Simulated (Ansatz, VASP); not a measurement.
## One calculation of RbCl, two programs

```
Rb Cl
1.0
     0.00000    3.37664    3.37664
     3.37664    0.00000    3.37664
     3.37664    3.37664    0.00000
Rb Cl
1 1
Direct
  0.00000 0.00000 0.00000
  0.50000 0.50000 0.50000
```

Change from the starting cell: volume scaled by 1.025.

Alike in both runs: task single point; functional PBE; k mesh 10 × 10 × 10; occupations fermi-dirac, width 0.05 eV; no spin polarisation.

|  | VASP | Ansatz |
| --- | --- | --- |
| version | VASP 6.6.1 | Ansatz 0.2.0 |
| potentials or method | VASP PAW PBE potentials, release 64 (Rb_sv, Cl), cutoff 500 eV | all-electron LAPW, scalar-relativistic |

|  | VASP | Ansatz | Ansatz less VASP |
| --- | --- | --- | --- |
| gap on the k mesh at the Fermi level (eV) | 4.76 | 4.76 | +0.002 |
| pressure (GPa) | -0.3 | -0.3 | +0.01 |

Ansatz ran all-electron here, and VASP with PAW potentials.
